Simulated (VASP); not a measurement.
# Zr2BeMo3 (P-6m2) in VASP: notebook

The runs below take Zr2BeMo3 through single point, relaxation of cell and atoms, with PBE.

Everything below comes from runs of VASP 6.6.1. Logs are shortened: lines on timing, memory, paths and dates and some standing lists are left out, and cuts for length are marked.

## Step 1: The cell of the first run

The structure is hexagonal, space group P-6m2 (No. 187). The conventional cell has a = 4.473 Å, b = 4.473 Å, c = 7.687 Å, α = 90.00°, β = 90.00°, γ = 120.00°. Zr (site symmetry 3m) has 1 Be at 2.34 Å and 3 Mo at 2.59 Å and 1 Zr at 3.00 Å within 3.1 Å. Be (site symmetry -6m2) has 2 Zr at 2.34 Å and 3 Mo at 2.58 Å within 3.1 Å. Within 3.3 Å of Mo (site symmetry 3m) lie 2 Mo at 2.52 to 2.65 Å and 3 Zr at 2.59 Å. Mo (site symmetry -6m2) has 2 Mo at 2.52 Å and 3 Be at 2.58 Å within 3.3 Å.

The cell was generated, and may not be a known phase.

## Step 2: Single point, PBE

Input file INCAR:

```
ALGO = Normal
EDIFF = 1E-6
ENCUT = 520
GGA = PE
ISIF = 2
ISMEAR = 0
LASPH = True
LCHARG = True
LELF = True
LREAL = False
LVHAR = True
LWAVE = False
NBANDS = 43
NELM = 100
PREC = Accurate
SIGMA = 0.2
```

Input file KPOINTS:

```
k-points
0
Gamma
  5 5 2
```

Input file POSCAR:

```
Zr2BeMo3
1.0
    4.4725197645      0.0000000000      0.0000000000
   -2.2362598822      3.8733157350      0.0000000000
    0.0000000000      0.0000000000      7.6867810178
Zr Be Mo
2 1 3
Direct
    0.0000000000      0.0000000000      0.8047188104
    0.0000000000      0.0000000000      0.1952811896
    0.0000000000      0.0000000000      0.5000000000
    0.3333333333      0.6666666667      0.8279161173
    0.3333333333      0.6666666667      0.1720838827
    0.3333333333      0.6666666667      0.5000000000
```

Potentials or basis: VASP PAW PBE potentials, release 64 (Zr_sv, Be, Mo_sv).

Started as:

```bash
$ cat potpaw_PBE.64/Zr_sv/POTCAR potpaw_PBE.64/Be/POTCAR potpaw_PBE.64/Mo_sv/POTCAR > POTCAR
$ mpirun -np 1 vasp_std > vasp.out
```

OUTCAR:

```text
EDIFF = 1E-6
   ENCUT = 520
   GGA = PE
   ISIF = 2
   ISMEAR = 0
   LASPH = True
   LREAL = False
   NELM = 100
   PREC = Accurate

 ion  position               nearest neighbor table
   1  0.000  0.000  0.805-   3 2.34   4 2.59   4 2.59   4 2.59   2 3.00   6 3.49   6 3.49   6 3.49

   2  0.000  0.000  0.195-   3 2.34   5 2.59   5 2.59   5 2.59   1 3.00   6 3.49   6 3.49   6 3.49

   3  0.000  0.000  0.500-   1 2.34   2 2.34   6 2.58   6 2.58   6 2.58
   4  0.333  0.667  0.828-   6 2.52   1 2.59   1 2.59   1 2.59   5 2.65
   5  0.333  0.667  0.172-   6 2.52   2 2.59   2 2.59   2 2.59   4 2.65
   6  0.333  0.667  0.500-   4 2.52   5 2.52   3 2.58   3 2.58   3 2.58   1 3.49   2 3.49   2 3.49
                             1 3.49   2 3.49   1 3.49

  LATTYP: Found a hexagonal cell.
 ALAT       =     4.4725197645
 C/A-ratio  =     1.7186689881

  Lattice vectors:

 A1 = (   4.4725197645,   0.0000000000,   0.0000000000)
 A2 = (  -2.2362598822,   3.8733157350,   0.0000000000)
 A3 = (   0.0000000000,   0.0000000000,   7.6867810178)

Analysis of symmetry for initial positions (statically):
=====================================================================
 Subroutine PRICEL returns:
 Original cell was already a primitive cell.

 Routine SETGRP: Setting up the symmetry group for a
 hexagonal supercell.

 Subroutine GETGRP returns: Found 12 space group operations
 (whereof 12 operations were pure point group operations)
 out of a pool of 24 trial point group operations.

The static configuration has the point symmetry D_3h.

Analysis of symmetry for dynamics (positions and initial velocities):
=====================================================================
 Subroutine PRICEL returns:
 Original cell was already a primitive cell.

 Routine SETGRP: Setting up the symmetry group for a
 hexagonal supercell.

 Subroutine GETGRP returns: Found 12 space group operations
 (whereof 12 operations were pure point group operations)
 out of a pool of 24 trial point group operations.

The dynamic configuration has the point symmetry D_3h.

 Subroutine INISYM returns: Found 12 space group operations
 (whereof 12 operations are pure point group operations),
 and found     1 'primitive' translations

----------------------------------------------------------------------------------------

                                     Primitive cell

  volume of cell :     133.1618

  direct lattice vectors                    reciprocal lattice vectors
     4.472519765  0.000000000  0.000000000     0.223587609  0.129088366  0.000000000
    -2.236259882  3.873315735  0.000000000     0.000000000  0.258176732  0.000000000
     0.000000000  0.000000000  7.686781018     0.000000000  0.000000000  0.130093468

  length of vectors
     4.472519765  4.472519764  7.686781018     0.258176732  0.258176732  0.130093468

  position of ions in fractional coordinates (direct lattice)
     0.000000000  0.000000000  0.804718810
     0.000000000  0.000000000  0.195281190
     0.000000000  0.000000000  0.500000000
     0.333333333  0.666666667  0.827916117
     0.333333333  0.666666667  0.172083883
     0.333333333  0.666666667  0.500000000

  ion indices of the primitive-cell ions
   primitive index   ion index
                 1           1
                 2           2
                 3           3
                 4           4
                 5           5
                 6           6

----------------------------------------------------------------------------------------

 KPOINTS: k-points

Automatic generation of k-mesh.
 Grid dimensions read from file:
 generate k-points for:    5    5    2

 Generating k-lattice:

  Cartesian coordinates                     Fractional coordinates (reciprocal lattice)
     0.044717522  0.025817673  0.000000000     0.200000000 -0.000000000  0.000000000
     0.000000000  0.051635346  0.000000000     0.000000000  0.200000000  0.000000000
     0.000000000  0.000000000  0.065046734     0.000000000  0.000000000  0.500000000

  Length of vectors
     0.051635346  0.051635346  0.065046734

  Shift w.r.t. Gamma in fractional coordinates (k-lattice)
     0.000000000  0.000000000  0.000000000

 Subroutine IBZKPT returns following result:
 ===========================================

 Found     10 irreducible k-points:

 Following reciprocal coordinates:
            Coordinates               Weight
  0.000000  0.000000  0.000000      1.000000
  0.200000 -0.000000  0.000000      6.000000
  0.400000  0.000000  0.000000      6.000000
  0.200000  0.200000  0.000000      6.000000
  0.400000  0.200000  0.000000      6.000000
  0.000000  0.000000  0.500000      1.000000
  0.200000 -0.000000  0.500000      6.000000
  0.400000  0.000000  0.500000      6.000000
  0.200000  0.200000  0.500000      6.000000
  0.400000  0.200000  0.500000      6.000000
   k-points           NKPTS =     10   k-points in BZ     NKDIM =     10   number of bands    NBANDS=     43
   number of dos      NEDOS =    301   number of ions     NIONS =      6
   total plane-waves  NPLWV =  77760
   dimension x,y,z NGX =    36 NGY =   36 NGZ =   60
   dimension x,y,z NGXF=    72 NGYF=   72 NGZF=  120
   ions per type =               2   1   3
   NGX,Y,Z   is equivalent  to a cutoff of  13.38, 13.38, 12.98 a.u.
   NGXF,Y,Z  is equivalent  to a cutoff of  26.76, 26.76, 25.95 a.u.
 SYSTEM =  unknown system
   PREC   = accura    normal or accurate (medium, high low for compatibility)
   ISTART =      0    job   : 0-new  1-cont  2-samecut
   ICHARG =      2    charge: 1-file 2-atom 10-const
   ISPIN  =      1    spin polarized calculation?
   LNONCOLLINEAR =      F non collinear calculations
   LSORBIT =      F    spin-orbit coupling
   LASPH  =      T    aspherical Exc in radial PAW
   ENCUT  =  520.0 eV  38.22 Ry    6.18 a.u.   8.32  8.32 14.29*2*pi/ulx,y,z
   NELM   =    100;   NELMIN=  2; NELMDL= -5     # of ELM steps
   EDIFF  = 0.1E-05   stopping-criterion for ELM
   LREAL  =      F    real-space projection
   EDIFFG = 0.1E-04   stopping-criterion for IOM
   NSW    =      0    number of steps for IOM
   IBRION =     -1    ionic relax: 0-MD 1-quasi-New 2-CG
   NFREE  =      0    steps in history (QN), initial steepest desc. (CG)
   ISIF   =      2    stress and relaxation
   ISYM   =      2    0-nonsym 1-usesym 2-fastsym
   POTIM  = 0.5000    time-step for ionic-motion
   TEBEG  =    0.0;   TEEND  =   0.0 temperature during run
   PSTRESS=    0.0 pullay stress
   NELECT =      68.0000    total number of electrons
   NUPDOWN=      -1.0000    fix difference up-down
   EMIN   =  10.00;   EMAX   =-10.00  energy-range for DOS
   EFERMI =   0.00;   METHOD = LEGACY
   ISMEAR =     0;   SIGMA  =   0.20  broadening in eV -4-tet -1-fermi 0-gaus
   EFERMI_NEDOS =   21; number of points for ismear=-14 and -15
   IALGO  =     38    algorithm
   IMIX   =      4    mixing-type and parameters
     AMIX     =   0.40;   BMIX     =  1.00
     AMIX_MAG =   1.60;   BMIX_MAG =  1.00
  volume/ion in A,a.u.               =      22.19       149.77
  Fermi-wavevector in a.u.,A,eV,Ry     =   1.308533  2.472768 23.296682  1.712258
  Thomas-Fermi vector in A             =   2.439193
   LORBIT       =      0    0 simple, 1 ext, 2 COOP (PROOUT), +10 PAW based schemes
   GGA     = PE    functional components
   LHFCALC =     F    Hartree Fock is set to
   AEXX    =    0.0000 exact exchange contribution
   IVDW    =     0    specifies the selected vdW correction
   LEPSILON=     F    determine dielectric tensor
   LRPA    =     F    only Hartree local field effects (RPA)
 non-spin polarized calculation
 Gauss-broadening in eV      SIGMA  =   0.20
  energy-cutoff  :      520.00
  volume of cell :      133.16
 maximum number of plane-waves:      3609
 NGX is ok and might be reduce to    36
   NGX = 17   NGY = 17   NGZ = 29

 number of electron      68.0000004 magnetization

 Free energy of the ion-electron system (eV)
  ---------------------------------------------------
  ext. energy  EPLUGINS =         0.00000000
  ---------------------------------------------------
  free energy    TOTEN  =       -44.76326623 eV

  energy without entropy =      -44.58370540  energy(sigma->0) =      -44.67348582

 E-fermi :   6.5547     XC(G=0): -10.4422

 val. band max:        6.5420815966   @ k =   0.2000  -0.0000   0.0000
 cond. band min:       6.5623121220   @ k =   0.4000   0.2000   0.0000
 fundamental gap:      0.0202305254
 Fermi energy:         6.5546808568

 k-point     1 :       0.0000    0.0000    0.0000
  band No.  band energies     occupation
      1     -54.3306      2.00000
      2     -53.4419      2.00000
      3     -53.3727      2.00000
      4     -41.6495      2.00000
      5     -41.5994      2.00000
      6     -28.7704      2.00000
[... 35 lines left out ...]
     42       9.0727      0.00000
     43       9.0747      0.00000

 k-point     2 :       0.2000   -0.0000    0.0000
  band No.  band energies     occupation
      1     -54.3306      2.00000
      2     -53.4414      2.00000
      3     -53.3722      2.00000
      4     -41.6535      2.00000
      5     -41.6033      2.00000
      6     -28.7700      2.00000
[... 35 lines left out ...]
     42       9.2480      0.00000
     43       9.4293      0.00000

 k-point     3 :       0.4000    0.0000    0.0000
  band No.  band energies     occupation
      1     -54.3304      2.00000
      2     -53.4405      2.00000
      3     -53.3713      2.00000
      4     -41.6600      2.00000
      5     -41.6096      2.00000
      6     -28.7695      2.00000
[... 35 lines left out ...]
     42       9.3976      0.00000
     43       9.4652      0.00000

 k-point     4 :       0.2000    0.2000    0.0000
  band No.  band energies     occupation
      1     -54.3305      2.00000
      2     -53.4407      2.00000
      3     -53.3715      2.00000
      4     -41.6588      2.00000
      5     -41.6084      2.00000
      6     -28.7696      2.00000
[... 35 lines left out ...]
     42       9.1504      0.00000
     43       9.4791      0.00000

 k-point     5 :       0.4000    0.2000    0.0000
  band No.  band energies     occupation
      1     -54.3304      2.00000
      2     -53.4402      2.00000
      3     -53.3711      2.00000
      4     -41.6620      2.00000
      5     -41.6115      2.00000
      6     -28.7693      2.00000
[... 35 lines left out ...]
     42       9.5358      0.00000
     43       9.6918      0.00000

 k-point     6 :       0.0000    0.0000    0.5000
  band No.  band energies     occupation
      1     -54.3299      2.00000
      2     -53.4533      2.00000
      3     -53.3620      2.00000
      4     -41.6497      2.00000
      5     -41.5992      2.00000
      6     -28.9218      2.00000
[... 35 lines left out ...]
     42       8.7403      0.00000
     43       8.7442      0.00000

 k-point     7 :       0.2000   -0.0000    0.5000
  band No.  band energies     occupation
      1     -54.3299      2.00000
      2     -53.4527      2.00000
      3     -53.3615      2.00000
      4     -41.6537      2.00000
      5     -41.6031      2.00000
      6     -28.9212      2.00000
[... 35 lines left out ...]
     42       9.0225      0.00000
     43       9.4043      0.00000

 k-point     8 :       0.4000    0.0000    0.5000
  band No.  band energies     occupation
      1     -54.3298      2.00000
      2     -53.4518      2.00000
      3     -53.3606      2.00000
      4     -41.6602      2.00000
      5     -41.6094      2.00000
      6     -28.9203      2.00000
[... 35 lines left out ...]
     42       9.3045      0.00000
     43       9.4719      0.00000

 k-point     9 :       0.2000    0.2000    0.5000
  band No.  band energies     occupation
      1     -54.3298      2.00000
      2     -53.4520      2.00000
      3     -53.3608      2.00000
      4     -41.6589      2.00000
      5     -41.6082      2.00000
      6     -28.9205      2.00000
[... 35 lines left out ...]
     42       9.2923      0.00000
     43       9.5686      0.00000

 k-point    10 :       0.4000    0.2000    0.5000
  band No.  band energies     occupation
      1     -54.3297      2.00000
      2     -53.4516      2.00000
      3     -53.3604      2.00000
      4     -41.6621      2.00000
      5     -41.6114      2.00000
      6     -28.9200      2.00000
[... 35 lines left out ...]
     42       9.4314      0.00000
     43       9.8091      0.00000

------------------------ aborting loop because EDIFF is reached ----------------------------------------

  FORCE on cell =-STRESS in cart. coord.  units (eV):
  Direction    XX          YY          ZZ          XY          YZ          ZX
  --------------------------------------------------------------------------------------
  -------------------------------------------------------------------------------------
  Total        0.5394489      0.5394489     -0.3003669      0.0000000      0.0000000      0.0000000
  in kB        6.4905455      6.4905455     -3.6139569      0.0000000      0.0000000      0.0000000
  external PRESSURE =       3.1223781 kB  Pullay stress =       0.0000000 kB

 VOLUME and BASIS-vectors are now :
 -----------------------------------------------------------------------------
  energy-cutoff  :      520.00
  volume of cell :      133.16
      direct lattice vectors                 reciprocal lattice vectors
     4.472519765  0.000000000  0.000000000     0.223587609  0.129088366  0.000000000
    -2.236259882  3.873315735  0.000000000     0.000000000  0.258176732  0.000000000
     0.000000000  0.000000000  7.686781018     0.000000000  0.000000000  0.130093468

 POSITION                                       TOTAL-FORCE (eV/Angst)
 -----------------------------------------------------------------------------------
      0.00000      0.00000      6.18570         0.000000      0.000000      0.013037
      0.00000      0.00000      1.50108         0.000000     -0.000000     -0.013037
      0.00000      0.00000      3.84339         0.000000      0.000000      0.000000
     -0.00000      2.58221      6.36401        -0.000000      0.000000      0.014520
     -0.00000      2.58221      1.32277         0.000000      0.000000     -0.014520
     -0.00000      2.58221      3.84339        -0.000000      0.000000      0.000000
 -----------------------------------------------------------------------------------
    total drift:                                0.000002     -0.000001     -0.000000

  FREE ENERGIE OF THE ION-ELECTRON SYSTEM (eV)
  ---------------------------------------------------
  free  energy   TOTEN  =       -44.7632662343 eV

  energy  without entropy=      -44.5837053983  energy(sigma->0) =      -44.67348582
```

It took 1.9 min on 1 thread of Oxide Virtual Turin-like, shared host; peak memory 0.25 GiB.

What came out:

* Free energy: -44.7633 eV
* Pressure: 0.3 GPa
* Largest force: 0.015 eV/Å
* Band gap on the k mesh: zero (bands 34 and 35 overlap by 0.08 eV)

Forces in eV/Å, atoms in the order of the input:
```
Zr   0.000  0.000  0.013
Zr   0.000  0.000 -0.013
Be   0.000  0.000  0.000
Mo   0.000  0.000  0.015
Mo   0.000  0.000 -0.015
Mo   0.000  0.000  0.000
```

Levels at points of the mesh, in eV from the Fermi level:
| k point | band 32 | band 33 | band 34 | band 35 | band 36 | band 37 |
| --- | --- | --- | --- | --- | --- | --- |
| (0.00, 0.00, 0.00) | -0.25 | -0.02 | -0.02 | 0.61 | 0.61 | 1.03 |
| (0.00, 0.00, 0.50) | -0.08 | -0.08 | 0.03 | 0.25 | 0.25 | 0.83 |

Caveat: the k points lie up to 0.41 Å⁻¹ apart.

[end of part 1 of 2]

The gap in the log of VASP goes by the Fermi energy; the results here count the filled bands.